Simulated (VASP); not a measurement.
# Li (P6_3/mmc) in VASP: a series of runs

Runs on Li. Level: LDA. Tasks: single point.

Program: VASP 6.6.1. These are calculated values, not measurements. Logs are shortened: lines on timing, memory, paths and dates and some standing lists are left out, and cuts for length are marked.

## (1) The cell of the first run

Symmetry: P6_3/mmc, No. 194, hexagonal system. The conventional cell has a = 3.111 Å, b = 3.111 Å, c = 5.093 Å, α = 90.00°, β = 90.00°, γ = 120.00°. Li (site symmetry -6m2) has 12 Li at 3.11 to 3.12 Å within 4.1 Å.

## (2) Single point, LDA

File INCAR:

```
SYSTEM = Li
ALGO = Normal
EDIFF = 1E-7
ENCUT = 520
ISIF = 2
ISMEAR = 1
LASPH = .TRUE.
LCHARG = .FALSE.
LREAL = .FALSE.
LWAVE = .FALSE.
NBANDS = 10
NELM = 80
PREC = Accurate
SIGMA = 0.2
```

File KPOINTS:

```
k-points
0
G
  4 4 2
  0 0 0
```

File POSCAR:

```
Li
1.0
    3.1110000000      0.0000000000      0.0000000000
   -1.5555000000      2.6942100000      0.0000000000
    0.0000000000      0.0000000000      5.0930000000
Li
2
Direct
    0.3333333333      0.6666666667      0.2500000000
    0.6666666667      0.3333333333      0.7500000000
```

Potentials or basis: VASP PAW LDA potentials, release 64 (Li_sv).

Launch:

```sh
$ cat potpaw_LDA.64/Li_sv/POTCAR > POTCAR
$ mpirun -np 1 vasp_std > vasp.out
```

OUTCAR:

```text
SYSTEM = Li
   EDIFF = 1E-7
   ENCUT = 520
   ISIF = 2
   ISMEAR = 1
   LASPH = .TRUE.
   LREAL = .FALSE.
   NELM = 80
   PREC = Accurate

 ion  position               nearest neighbor table
   1  0.333  0.667  0.250-
   2  0.667  0.333  0.750-

  LATTYP: Found a hexagonal cell.
 ALAT       =     3.1110000000
 C/A-ratio  =     1.6370941819

  Lattice vectors:

 A1 = (   3.1110000000,   0.0000000000,   0.0000000000)
 A2 = (  -1.5555000000,   2.6942100000,   0.0000000000)
 A3 = (   0.0000000000,   0.0000000000,   5.0930000000)

Analysis of symmetry for initial positions (statically):
=====================================================================
 Subroutine PRICEL returns:
 Original cell was already a primitive cell.

 Routine SETGRP: Setting up the symmetry group for a
 hexagonal supercell.

 Subroutine GETGRP returns: Found 24 space group operations
 (whereof 12 operations were pure point group operations)
 out of a pool of 24 trial point group operations.

The static configuration has the point symmetry D_3d.
 The point group associated with its full space group is D_6h.

Analysis of symmetry for dynamics (positions and initial velocities):
=====================================================================
 Subroutine PRICEL returns:
 Original cell was already a primitive cell.

 Routine SETGRP: Setting up the symmetry group for a
 hexagonal supercell.

 Subroutine GETGRP returns: Found 24 space group operations
 (whereof 12 operations were pure point group operations)
 out of a pool of 24 trial point group operations.

The dynamic configuration has the point symmetry D_3d.
 The point group associated with its full space group is D_6h.

 Subroutine INISYM returns: Found 24 space group operations
 (whereof 12 operations are pure point group operations),
 and found     1 'primitive' translations

----------------------------------------------------------------------------------------

                                     Primitive cell

  volume of cell :      42.6879

  direct lattice vectors                    reciprocal lattice vectors
     3.111000000  0.000000000  0.000000000     0.321440051  0.185583158  0.000000000
    -1.555500000  2.694210000  0.000000000     0.000000000  0.371166316  0.000000000
     0.000000000  0.000000000  5.093000000     0.000000000  0.000000000  0.196347929

  length of vectors
     3.111000000  3.111004303  5.093000000     0.371166829  0.371166316  0.196347929

  position of ions in fractional coordinates (direct lattice)
     0.333333333  0.666666667  0.250000000
     0.666666667  0.333333333  0.750000000

  ion indices of the primitive-cell ions
   primitive index   ion index
                 1           1
                 2           2

----------------------------------------------------------------------------------------

 KPOINTS: k-points

Automatic generation of k-mesh.
 Grid dimensions read from file:
 generate k-points for:    4    4    2

 Generating k-lattice:

  Cartesian coordinates                     Fractional coordinates (reciprocal lattice)
     0.080360013  0.046395789  0.000000000     0.250000000  0.000000000  0.000000000
     0.000000000  0.092791579  0.000000000     0.000000000  0.250000000  0.000000000
     0.000000000  0.000000000  0.098173964     0.000000000  0.000000000  0.500000000

  Length of vectors
     0.092791707  0.092791579  0.098173964

  Shift w.r.t. Gamma in fractional coordinates (k-lattice)
     0.000000000  0.000000000  0.000000000

 Subroutine IBZKPT returns following result:
 ===========================================

 Found      8 irreducible k-points:

 Following reciprocal coordinates:
            Coordinates               Weight
  0.000000  0.000000  0.000000      1.000000
  0.250000  0.000000  0.000000      6.000000
  0.500000  0.000000  0.000000      3.000000
  0.250000  0.250000  0.000000      6.000000
  0.000000  0.000000  0.500000      1.000000
  0.250000  0.000000  0.500000      6.000000
  0.500000  0.000000  0.500000      3.000000
  0.250000  0.250000  0.500000      6.000000
   k-points           NKPTS =      8   k-points in BZ     NKDIM =      8   number of bands    NBANDS=     10
   number of dos      NEDOS =    301   number of ions     NIONS =      2
   total plane-waves  NPLWV =  23040
   dimension x,y,z NGX =    24 NGY =   24 NGZ =   40
   dimension x,y,z NGXF=    48 NGYF=   48 NGZF=   80
   ions per type =               2
   NGX,Y,Z   is equivalent  to a cutoff of  12.83, 12.83, 13.06 a.u.
   NGXF,Y,Z  is equivalent  to a cutoff of  25.65, 25.65, 26.11 a.u.
 SYSTEM =  Li
   PREC   = accura    normal or accurate (medium, high low for compatibility)
   ISTART =      0    job   : 0-new  1-cont  2-samecut
   ICHARG =      2    charge: 1-file 2-atom 10-const
   ISPIN  =      1    spin polarized calculation?
   LNONCOLLINEAR =      F non collinear calculations
   LSORBIT =      F    spin-orbit coupling
   LASPH  =      T    aspherical Exc in radial PAW
   ENCUT  =  520.0 eV  38.22 Ry    6.18 a.u.   5.78  5.78  9.47*2*pi/ulx,y,z
   NELM   =     80;   NELMIN=  2; NELMDL= -5     # of ELM steps
   EDIFF  = 0.1E-06   stopping-criterion for ELM
   LREAL  =      F    real-space projection
   EDIFFG = 0.1E-05   stopping-criterion for IOM
   NSW    =      0    number of steps for IOM
   IBRION =     -1    ionic relax: 0-MD 1-quasi-New 2-CG
   NFREE  =      0    steps in history (QN), initial steepest desc. (CG)
   ISIF   =      2    stress and relaxation
   ISYM   =      2    0-nonsym 1-usesym 2-fastsym
   POTIM  = 0.5000    time-step for ionic-motion
   TEBEG  =    0.0;   TEEND  =   0.0 temperature during run
   PSTRESS=    0.0 pullay stress
   NELECT =       6.0000    total number of electrons
   NUPDOWN=      -1.0000    fix difference up-down
   EMIN   =  10.00;   EMAX   =-10.00  energy-range for DOS
   EFERMI =   0.00;   METHOD = LEGACY
   ISMEAR =     1;   SIGMA  =   0.20  broadening in eV -4-tet -1-fermi 0-gaus
   EFERMI_NEDOS =   21; number of points for ismear=-14 and -15
   IALGO  =     38    algorithm
   IMIX   =      4    mixing-type and parameters
     AMIX     =   0.40;   BMIX     =  1.00
     AMIX_MAG =   1.60;   BMIX_MAG =  1.00
  volume/ion in A,a.u.               =      21.34       144.04
  Fermi-wavevector in a.u.,A,eV,Ry     =   0.851184  1.608505  9.857618  0.724514
  Thomas-Fermi vector in A             =   1.967278
   LORBIT       =      0    0 simple, 1 ext, 2 COOP (PROOUT), +10 PAW based schemes
   GGA     = CA    functional components
   LHFCALC =     F    Hartree Fock is set to
   AEXX    =    0.0000 exact exchange contribution
   IVDW    =     0    specifies the selected vdW correction
   LEPSILON=     F    determine dielectric tensor
   LRPA    =     F    only Hartree local field effects (RPA)
 non-spin polarized calculation
 Methfessel and Paxton  Order N= 1 SIGMA  =   0.20
  energy-cutoff  :      520.00
  volume of cell :       42.69
 maximum number of plane-waves:      1182
 NGX is ok and might be reduce to    24
   NGX = 11   NGY = 11   NGZ = 19

 number of electron       5.9999991 magnetization

 Free energy of the ion-electron system (eV)
  ---------------------------------------------------
  ext. energy  EPLUGINS =         0.00000000
  ---------------------------------------------------
  free energy    TOTEN  =        -4.06382708 eV

  energy without entropy =       -4.06306550  energy(sigma->0) =       -4.06357322

 E-fermi :   0.8457     XC(G=0):  -7.0152

 val. band max:        0.4457571820   @ k =   0.0000   0.0000   0.0000
 cond. band min:       0.9579769475   @ k =   0.2500   0.2500   0.5000
 fundamental gap:      0.5122197655
 Fermi energy:         0.8457130542

 k-point     1 :       0.0000    0.0000    0.0000
  band No.  band energies     occupation
      1     -45.2751      2.00000
      2     -45.2591      2.00000
      3      -2.9713      2.00000
      4       0.4458      2.01600
      5       3.2339     -0.00000
      6      12.3061      0.00000
      7      12.3061      0.00000
      8      13.6657      0.00000
      9      13.6658      0.00000
     10      14.1300      0.00000

 k-point     2 :       0.2500    0.0000    0.0000
  band No.  band energies     occupation
      1     -45.2677      2.00000
      2     -45.2557      2.00000
      3      -2.0097      2.00000
      4       1.7078     -0.00000
      5       3.4718     -0.00000
      6       7.4573      0.00000
      7       9.6991      0.00000
      8      11.5318      0.00000
      9      11.7326      0.00000
     10      13.3902      0.00000

 k-point     3 :       0.5000    0.0000    0.0000
  band No.  band energies     occupation
      1     -45.2588      2.00000
      2     -45.2537      2.00000
      3       0.3938      2.00634
      4       1.4545     -0.00015
      5       4.9454      0.00000
      6       6.1299      0.00000
      7       6.4047      0.00000
      8       8.0496      0.00000
      9       8.5135      0.00000
     10      12.4315      0.00000

 k-point     4 :       0.2500    0.2500    0.0000
  band No.  band energies     occupation
      1     -45.2589      2.00000
      2     -45.2536      2.00000
      3      -0.0748      2.00000
      4       3.4745     -0.00000
      5       4.1371     -0.00000
      6       4.1845     -0.00000
      7       6.6906      0.00000
      8       8.6366      0.00000
      9      10.3376      0.00000
     10      10.6113      0.00000

 k-point     5 :       0.0000    0.0000    0.5000
  band No.  band energies     occupation
      1     -45.2672      2.00000
      2     -45.2672      2.00000
      3      -1.8996      2.00000
      4      -1.8996      2.00000
      5       8.0728      0.00000
      6       8.0728      0.00000
      7      13.1553      0.00000
      8      13.1553      0.00000
      9      13.1554      0.00000
     10      13.1554      0.00000

 k-point     6 :       0.2500    0.0000    0.5000
  band No.  band energies     occupation
      1     -45.2617      2.00000
      2     -45.2617      2.00000
      3      -0.9217      2.00000
      4      -0.9217      2.00000
      5       7.6148      0.00000
      6       7.6148      0.00000
      7       9.6190      0.00000
      8       9.6190      0.00000
      9      10.9763      0.00000
     10      10.9763      0.00000

 k-point     7 :       0.5000    0.0000    0.5000
  band No.  band energies     occupation
      1     -45.2563      2.00000
      2     -45.2563      2.00000
      3       1.1221     -0.06483
      4       1.1221     -0.06483
      5       3.8292     -0.00000
      6       3.8292     -0.00000
      7       9.8274      0.00000
      8       9.8274      0.00000
      9      11.0230      0.00000
     10      11.0230      0.00000

 k-point     8 :       0.2500    0.2500    0.5000
  band No.  band energies     occupation
      1     -45.2563      2.00000
      2     -45.2563      2.00000
      3       0.9580      0.19620
      4       0.9580      0.19620
      5       4.9524      0.00000
      6       4.9524      0.00000
      7       7.1048      0.00000
      8       7.1048      0.00000
      9      11.1057      0.00000
     10      11.1057      0.00000

------------------------ aborting loop because EDIFF is reached ----------------------------------------

  FORCE on cell =-STRESS in cart. coord.  units (eV):
  Direction    XX          YY          ZZ          XY          YZ          ZX
  --------------------------------------------------------------------------------------
  -------------------------------------------------------------------------------------
  Total       -0.3089400     -0.3089412     -0.7378085     -0.0000000     -0.0000000      0.0000000
  in kB      -11.5952369    -11.5952797    -27.6916657     -0.0000000     -0.0000000      0.0000000
  external PRESSURE =     -16.9607274 kB  Pullay stress =       0.0000000 kB

 VOLUME and BASIS-vectors are now :
 -----------------------------------------------------------------------------
  energy-cutoff  :      520.00
  volume of cell :       42.69
      direct lattice vectors                 reciprocal lattice vectors
     3.111000000  0.000000000  0.000000000     0.321440051  0.185583158  0.000000000
    -1.555500000  2.694210000  0.000000000     0.000000000  0.371166316  0.000000000
     0.000000000  0.000000000  5.093000000     0.000000000  0.000000000  0.196347929

 POSITION                                       TOTAL-FORCE (eV/Angst)
 -----------------------------------------------------------------------------------
     -0.00000      1.79614      1.27325         0.000000     -0.000000      0.000000
      1.55550      0.89807      3.81975        -0.000000      0.000000      0.000000
 -----------------------------------------------------------------------------------
    total drift:                               -0.000000      0.000000     -0.000000

  FREE ENERGIE OF THE ION-ELECTRON SYSTEM (eV)
  ---------------------------------------------------
  free  energy   TOTEN  =        -4.0638270808 eV

  energy  without entropy=       -4.0630654972  energy(sigma->0) =       -4.06357322
```

It took 3.6 s on 1 thread of Intel Xeon Platinum 8488C (Sapphire Rapids), shared host; peak memory 0.12 GiB.

What came out:

```
Free energy            : -4.0638 eV
Band gap on the k mesh : zero (band 3 reaches 1.12 eV, above the bottom of band 4 at -1.90 eV)
```

Caveat: the k points lie up to 0.62 Å⁻¹ apart; the cutoff is under 1.25 times the usual one of these potentials, so pressure, stress and relaxed cells hold a basis-set (Pulay) error.

## (3) Single point, LDA

This run uses another cell than the first one, of 21.27 Å³/atom, 0.997 times its volume.

File INCAR:

```
PREC = Accurate ; ENCUT = 520
EDIFF = 1E-7 ; ISMEAR = 1
SIGMA = 0.2 ; LREAL = False
LASPH = True ; NELM = 100
ALGO = Normal ; ISIF = 2
LWAVE = False ; LCHARG = False
NBANDS = 10
```

File KPOINTS:

```
Automatic mesh
0
Gamma
  4 4 2
```

File POSCAR:

```
Li
1.0
    3.1086725150      0.0000000000      0.0000000000
   -1.5543362575      2.6921943351      0.0000000000
    0.0000000000      0.0000000000      5.0838866160
Li
2
Direct
    0.3333333333      0.6666666667      0.2500000000
    0.6666666667      0.3333333333      0.7500000000
```

Potentials or basis: VASP PAW LDA potentials, release 64 (Li_sv).

Launch:

```sh
$ cat potpaw_LDA.64/Li_sv/POTCAR > POTCAR
$ mpirun -np 1 vasp_std > vasp.out
```

Wall time 3.1 s (1 thread of Intel Xeon Platinum 8488C (Sapphire Rapids), shared host); peak memory 0.12 GiB.

It converged, with:

* Free energy: -4.0655 eV
* Band gap on the k mesh: zero (band 3 reaches 1.13 eV, above the bottom of band 4 at -1.89 eV)

Levels at points of the mesh, in eV from the Fermi level:
```tsv
k point	band 1	band 2	band 3	band 4	band 5	band 6
(0.00, 0.00, 0.00)	-46.12	-46.10	-3.82	-0.40	2.41	11.48
(0.50, 0.00, 0.00)	-46.10	-46.09	-0.46	0.61	4.11	5.30
(0.00, 0.00, 0.50)	-46.11	-46.11	-2.75	-2.75	7.26	7.26
(0.50, 0.00, 0.50)	-46.10	-46.10	0.28	0.28	2.99	2.99
```

Caveat: the k points lie up to 0.62 Å⁻¹ apart; the cutoff is under 1.25 times the usual one of these potentials, so pressure, stress and relaxed cells hold a basis-set (Pulay) error.

## (4) Single point, LDA

This run uses another cell than the first one, of 21.14 Å³/atom, 0.990 times its volume.

File INCAR:

```
PREC     = Accurate       # precision mode
ENCUT    = 520            # plane-wave cutoff, eV
EDIFF    = 1E-6           # SCF threshold, eV
ISMEAR   = 1              # smearing method
SIGMA    = 0.2            # smearing width, eV
LREAL    = F              # projectors in reciprocal space
LASPH    = T              # aspherical terms in the spheres
NELM     = 60             # most SCF steps
ALGO     = Normal         # electronic algorithm
ISIF     = 2              # what is computed and relaxed
LWAVE    = F              # write WAVECAR
LCHARG   = F              # write CHGCAR
NBANDS   = 10             # bands
```

KPOINTS is that of step 3.

File POSCAR:

```
Li
1.0
    3.1040657691      0.0000000000      0.0000000000
   -1.5520328845      2.6882047688      0.0000000000
    0.0000000000      0.0000000000      5.0659426042
Li
2
Direct
    0.3333333333      0.6666666667      0.2500000000
    0.6666666667      0.3333333333      0.7500000000
```

Launch:

```sh
$ cat potpaw_LDA.64/Li_sv/POTCAR > POTCAR
$ mpirun -np 1 vasp_std > vasp.out
```

Wall time 3.5 s (1 thread of Intel Xeon Platinum 8488C (Sapphire Rapids), shared host); peak memory 0.12 GiB.

Results (log left out):

```
Free energy            : -4.0687 eV
Band gap on the k mesh : zero (band 3 reaches 1.15 eV, above the bottom of band 4 at -1.88 eV)
```

Levels at points of the mesh, in eV from the Fermi level:
| k point | band 1 | band 2 | band 3 | band 4 | band 5 | band 6 |
| --- | --- | --- | --- | --- | --- | --- |
| (0.00, 0.00, 0.00) | -46.10 | -46.09 | -3.83 | -0.39 | 2.44 | 11.51 |
| (0.50, 0.00, 0.00) | -46.09 | -46.08 | -0.46 | 0.61 | 4.13 | 5.32 |
| (0.00, 0.00, 0.50) | -46.10 | -46.10 | -2.75 | -2.75 | 7.33 | 7.33 |
| (0.50, 0.00, 0.50) | -46.08 | -46.08 | 0.27 | 0.27 | 3.01 | 3.01 |

Caveat: the k points lie up to 0.62 Å⁻¹ apart; the cutoff is under 1.25 times the usual one of these potentials, so pressure, stress and relaxed cells hold a basis-set (Pulay) error.

## (5) Single point, LDA

This run uses another cell than the first one, of 20.93 Å³/atom, 0.981 times its volume.

File INCAR:

```
SYSTEM = Li
ALGO = Normal
EDIFF = 1E-7
ENCUT = 520
GGA = CA
ISIF = 2
ISMEAR = 1
LASPH = .TRUE.
LCHARG = .FALSE.
LREAL = .FALSE.
LWAVE = .FALSE.
NBANDS = 10
NELM = 100
PREC = Accurate
SIGMA = 0.2
```

File KPOINTS:

```
k-points
0
G
  4 4 2
  0 0 0
```

File POSCAR:

```
Li
1.0
    3.0972732268      0.0000000000      0.0000000000
   -1.5486366134      2.6823222437      0.0000000000
    0.0000000000      0.0000000000      5.0397267072
Li
2
Direct
    0.3333333333      0.6666666667      0.2500000000
    0.6666666667      0.3333333333      0.7500000000
```

Launch:

```sh
$ cat potpaw_LDA.64/Li_sv/POTCAR > POTCAR
$ mpirun -np 1 vasp_std > vasp.out
```

Wall time 4.4 s (1 thread of Intel Xeon Platinum 8488C (Sapphire Rapids), shared host); peak memory 0.13 GiB.

The run converged. Its results:

```yaml
Free_energy: -4.0730 eV
Band_gap_on_the_k_mesh: zero (band 3 reaches 1.17 eV, above the bottom of band 4 at -1.85 eV)
```

Levels at points of the mesh, in eV from the Fermi level:
| k point | band 1 | band 2 | band 3 | band 4 | band 5 | band 6 | band 7 |
| --- | --- | --- | --- | --- | --- | --- | --- |
| (0.00, 0.00, 0.00) | -46.09 | -46.07 | -3.84 | -0.38 | 2.50 | 11.55 | 11.55 |
| (0.50, 0.00, 0.00) | -46.07 | -46.07 | -0.47 | 0.62 | 4.16 | 5.36 | 5.68 |
| (0.00, 0.00, 0.50) | -46.08 | -46.08 | -2.76 | -2.76 | 7.42 | 7.42 | 12.43 |
| (0.50, 0.00, 0.50) | -46.07 | -46.07 | 0.27 | 0.27 | 3.03 | 3.03 | 9.06 |

Caveat: the k points lie up to 0.62 Å⁻¹ apart; the cutoff is under 1.25 times the usual one of these potentials, so pressure, stress and relaxed cells hold a basis-set (Pulay) error.

## (6) The runs side by side

| cell | gap on the mesh (eV) |
| --- | --- |
| a = 3.111, b = 3.111, c = 5.093 Å, angles 90.0, 90.0, 120.0°, 2 atoms | none |
| a = 3.109, b = 3.109, c = 5.084 Å, angles 90.0, 90.0, 120.0°, 2 atoms | none |
| a = 3.104, b = 3.104, c = 5.066 Å, angles 90.0, 90.0, 120.0°, 2 atoms | none |
| a = 3.097, b = 3.097, c = 5.040 Å, angles 90.0, 90.0, 120.0°, 2 atoms | none |

Alike in all rows: task single point; level LDA; potentials or basis VASP PAW LDA potentials, release 64 (Li_sv); no spin polarisation; k mesh 4 × 4 × 2; cutoff (eV) 520; smearing methfessel-paxton 0.2 eV.

Caveats: all runs use coarse meshes; the cutoff is under 1.25 times the usual one of these potentials, so pressure, stress and relaxed cells hold a basis-set (Pulay) error.

Absolute energies hang on the potentials; compare differences alone.
